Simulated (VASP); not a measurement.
# Cu (I4/mmm) in VASP: notebook, part 2 of 2

VASP 6.6.1. The steps go on from the part before.

## (3) Single point, LDA

The input, INCAR:

```
SYSTEM = Cu
PREC = Accurate ; ENCUT = 520
EDIFF = 1E-6 ; ISMEAR = 0
SIGMA = 0.15 ; LREAL = .False.
LASPH = .True. ; NELM = 60
ALGO = Fast ; ISIF = 2
LWAVE = .False. ; LCHARG = .True.
GGA = CA ; LELF = .True.
LVHAR = .True. ; NBANDS = 12
```

The input, KPOINTS:

```
regular mesh
0
Gamma
  22 22 22
  0 0 0
```

The input, POSCAR:

```
Cu
1.0
   -1.3738500000      1.3738500000      1.2740500000
    1.3738500000     -1.3738500000      1.2740500000
    1.3738500000      1.3738500000     -1.2740500000
Cu
1
Direct
    0.0000000000      0.0000000000      0.0000000000
```

Potentials or basis: VASP PAW LDA potentials, release 64 (Cu).

The run is started by

```bash
> cat potpaw_LDA.64/Cu/POTCAR > POTCAR
> mpirun -np 1 vasp_std > vasp.out
```

OUTCAR:

```text
SYSTEM = Cu
   PREC = Accurate
   ENCUT = 520
   EDIFF = 1E-6
   ISMEAR = 0
   LREAL = .False.
   LASPH = .True.
   NELM = 60
   ISIF = 2
   GGA = CA

 ion  position               nearest neighbor table
   1  0.000  0.000  0.000-

  LATTYP: Found a body centered tetragonal cell.
 ALAT       =     2.7477000000
 C/A-ratio  =     0.9273574262

  Lattice vectors:

 A1 = (  -1.3738500000,   1.3738500000,   1.2740500000)
 A2 = (   1.3738500000,  -1.3738500000,   1.2740500000)
 A3 = (   1.3738500000,   1.3738500000,  -1.2740500000)

Analysis of symmetry for initial positions (statically):
=====================================================================
 Subroutine PRICEL returns:
 Original cell was already a primitive cell.

 Routine SETGRP: Setting up the symmetry group for a
 body centered tetragonal supercell.

 Subroutine GETGRP returns: Found 16 space group operations
 (whereof 16 operations were pure point group operations)
 out of a pool of 16 trial point group operations.

The static configuration has the point symmetry D_4h.

Analysis of symmetry for dynamics (positions and initial velocities):
=====================================================================
 Subroutine PRICEL returns:
 Original cell was already a primitive cell.

 Routine SETGRP: Setting up the symmetry group for a
 body centered tetragonal supercell.

 Subroutine GETGRP returns: Found 16 space group operations
 (whereof 16 operations were pure point group operations)
 out of a pool of 16 trial point group operations.

The dynamic configuration has the point symmetry D_4h.

 Subroutine INISYM returns: Found 16 space group operations
 (whereof 16 operations are pure point group operations),
 and found     1 'primitive' translations

----------------------------------------------------------------------------------------

                                     Primitive cell
[... 111 lines left out ...]
  Fermi-wavevector in a.u.,A,eV,Ry     =   1.711975  3.235163 39.876739  2.930858
  Thomas-Fermi vector in A             =   2.789990
   LORBIT       =      0    0 simple, 1 ext, 2 COOP (PROOUT), +10 PAW based schemes
   GGA     = CA    functional components
   LHFCALC =     F    Hartree Fock is set to
   AEXX    =    0.0000 exact exchange contribution
   IVDW    =     0    specifies the selected vdW correction
   LEPSILON=     F    determine dielectric tensor
   LRPA    =     F    only Hartree local field effects (RPA)
 non-spin polarized calculation
 RMM-DIIS sequential band-by-band and
 Gauss-broadening in eV      SIGMA  =   0.15
  energy-cutoff  :      520.00
  volume of cell :        9.62
 maximum number of plane-waves:       273
 NGX is ok and might be reduce to    18
   NGX =  9   NGY =  9   NGZ =  9

 number of electron      11.0000008 magnetization

 Free energy of the ion-electron system (eV)
  ---------------------------------------------------
  ext. energy  EPLUGINS =         0.00000000
  ---------------------------------------------------
  free energy    TOTEN  =        -4.54168679 eV

  energy without entropy =       -4.53798056  energy(sigma->0) =       -4.53983367

 E-fermi :  10.2726     XC(G=0): -14.3488

 val. band max:       10.2710808174   @ k =  -0.0909  -0.4545   0.0909
 cond. band min:      10.2776458025   @ k =   0.3182   0.0909   0.0909
 fundamental gap:      0.0065649851
 Fermi energy:        10.2725784717

 k-point     1 :       0.0000    0.0000    0.0000
  band No.  band energies     occupation
      1      -0.8052      2.00000
      2       6.0644      2.00000
      3       6.4831      2.00000
      4       6.4831      2.00000
      5       7.4508      2.00000
      6       7.9015      2.00000
      7      36.4665      0.00000
      8      36.4665      0.00000
      9      38.7201      0.00000
     10      41.7676      0.00000
     11      42.1296      0.00000
     12      43.4001      0.00000
[... 331 lines left out ...]
 k-point    24 :      -0.4545    0.0455    0.0000
  band No.  band energies     occupation
      1       3.8141      2.00000
      2       5.2478      2.00000
      3       7.6605      2.00000
      4       7.7596      2.00000
      5       8.2426      2.00000
      6       9.0986      2.00000
      7      17.5317      0.00000
      8      28.3455      0.00000
      9      29.6533      0.00000
     10      34.3720      0.00000
     11      38.3313      0.00000
     12      47.5583      0.00000

 [... further k-points ...]
[... 5 lines left out ...]
  --------------------------------------------------------------------------------------
  -------------------------------------------------------------------------------------
  Total        2.0365022      2.0365022      2.1452398      0.0000000      0.0000000      0.0000000
  in kB      339.2113479    339.2113479    357.3233001      0.0000000      0.0000000      0.0000000
  external PRESSURE =     345.2486653 kB  Pullay stress =       0.0000000 kB

 VOLUME and BASIS-vectors are now :
 -----------------------------------------------------------------------------
  energy-cutoff  :      520.00
  volume of cell :        9.62
      direct lattice vectors                 reciprocal lattice vectors
    -1.373850000  1.373850000  1.274050000     0.000000000  0.363940750  0.392449276
     1.373850000 -1.373850000  1.274050000     0.363940750  0.000000000  0.392449276
     1.373850000  1.373850000 -1.274050000     0.363940750  0.363940750  0.000000000

 POSITION                                       TOTAL-FORCE (eV/Angst)
 -----------------------------------------------------------------------------------
      0.00000      0.00000      0.00000         0.000000      0.000000      0.000000
 -----------------------------------------------------------------------------------
    total drift:                                0.000000      0.000000     -0.000000

  FREE ENERGIE OF THE ION-ELECTRON SYSTEM (eV)
  ---------------------------------------------------
  free  energy   TOTEN  =        -4.5416867891 eV

  energy  without entropy=       -4.5379805579  energy(sigma->0) =       -4.53983367
```

OSZICAR:

```text
N       E                     dE             d eps       ncg     rms          rms(c)
DAV:   1     0.406751724589E+02    0.40675E+02   -0.53439E+03 23040   0.166E+03
DAV:   2    -0.430684443210E+01   -0.44982E+02   -0.41572E+02 20760   0.214E+02
DAV:   3    -0.556250620093E+01   -0.12557E+01   -0.12503E+01 22964   0.398E+01
DAV:   4    -0.556960898452E+01   -0.71028E-02   -0.71018E-02 22608   0.263E+00
DAV:   5    -0.556966854572E+01   -0.59561E-04   -0.59561E-04 23092   0.243E-01    0.797E+00
RMM:   6    -0.476792420110E+01    0.80174E+00   -0.23647E+00 25175   0.290E+01    0.312E+00
RMM:   7    -0.457111915887E+01    0.19681E+00   -0.25938E-01 25393   0.899E+00    0.122E+00
RMM:   8    -0.454325091094E+01    0.27868E-01   -0.19443E-02 26145   0.141E+00    0.336E-01
RMM:   9    -0.454151843695E+01    0.17325E-02   -0.54659E-03 25882   0.147E+00    0.582E-02
RMM:  10    -0.454168970902E+01   -0.17127E-03   -0.13072E-03 28475   0.378E-01    0.212E-02
RMM:  11    -0.454170016236E+01   -0.10453E-04   -0.16067E-04 26822   0.207E-01    0.397E-02
RMM:  12    -0.454168523849E+01    0.14924E-04   -0.49211E-05 27869   0.819E-02    0.337E-03
RMM:  13    -0.454168650575E+01   -0.12673E-05   -0.11490E-05 23665   0.314E-02    0.267E-03
RMM:  14    -0.454168678905E+01   -0.28331E-06   -0.14370E-06 17811   0.158E-02
   1 F= -.45416868E+01 E0= -.45398337E+01  d E =-.370623E-02
```

stdout:

```text
POSCAR found type information on POSCAR Cu
 POSCAR found :  1 types and       1 ions
 scaLAPACK will be used
 LDA part: xc-table for (Slater(with rela. corr.)+CA(PZ))
 , standard interpolation
 POSCAR, INCAR and KPOINTS ok, starting setup
 FFT: planning ... GRIDC
 FFT: planning ... GRID_SOFT
 FFT: planning ... GRID
 WAVECAR not read
 entering main loop
WARNING in EDDRMM: call to ZHEGV failed, returncode =   6  3      8
WARNING in EDDRMM: call to ZHEGV failed, returncode =   8  4     12
WARNING in EDDRMM: call to ZHEGV failed, returncode =   6  3      9
WARNING in EDDRMM: call to ZHEGV failed, returncode =   6  3      9
WARNING in EDDRMM: call to ZHEGV failed, returncode =   6  3      9
WARNING in EDDRMM: call to ZHEGV failed, returncode =   6  3     10
WARNING in EDDRMM: call to ZHEGV failed, returncode =   6  3      9
WARNING in EDDRMM: call to ZHEGV failed, returncode =   6  3      9
WARNING in EDDRMM: call to ZHEGV failed, returncode =   8  4     12
```

Wall time 2.5 min (1 thread of Intel Xeon 8259CL, shared host); peak memory 0.2 GiB.

Results:

```yaml
Free_energy: -4.5417 eV
Pressure: 34.5 GPa
Band_gap_on_the_k_mesh: zero (an odd number of electrons rules out a gap without spin polarisation)
```

Levels at points of the mesh, in eV from the Fermi level:
```csv
k point,band 2,band 3,band 4,band 5,band 6,band 7,band 8,band 9,band 10,band 11
"(0.00, 0.00, 0.00)",-4.21,-3.79,-3.79,-2.82,-2.37,26.19,26.19,28.45,31.50,31.86
"(0.50, 0.00, 0.00)",-5.08,-2.61,-2.20,-1.55,-0.93,5.86,18.52,19.30,23.42,27.45
"(0.50, 0.50, 0.00)",-4.58,-2.92,-2.51,-1.62,-1.60,4.92,20.59,21.93,25.45,29.23
"(0.50, 0.50, 0.50)",-6.02,-1.82,-1.82,-1.72,8.01,8.01,11.34,14.49,15.66,20.40
```

Caveat: the cell stands under pressure.
